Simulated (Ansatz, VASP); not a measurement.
# Two plane-wave programs on Mo

```
Mo
1.0
     2.81758    0.00000    0.00000
    -1.40879    2.44009    0.00000
     0.00000    0.00000    2.47853
Mo
1
Cartesian
  0.0000 0.0000 1.2393
```

Change from the starting cell: strain +0.030 along x and y, -0.030 along z, atoms carried along.

Alike in both runs: task single point; functional PBE; k mesh 21 × 21 × 18; occupations gaussian, width 0.15 eV; no spin polarisation.

|  | VASP | Ansatz |
| --- | --- | --- |
| version | VASP 6.6.1 | Ansatz 0.2.0 |
| potentials or method | VASP PAW PBE potentials, release 64 (Mo_sv), cutoff 520 eV | scalar-relativistic, plane waves, PAW |
| valence electrons in the cell | 14 | 14 |

VASP gave:

| Property | Result |
| --- | --- |
| gap on the k mesh at the Fermi level (eV) | none |
| pressure (GPa) | -1.7 |
| traceless stress, the component that is largest in VASP (GPa) | 6.32 |

Which values does Ansatz return?

gap on the k mesh at the Fermi level (eV): none; pressure (GPa): -2.2; traceless stress, the component that is largest in VASP (GPa): 6.00.

A gap of «none» marks a metal or a gap that the smearing closes.
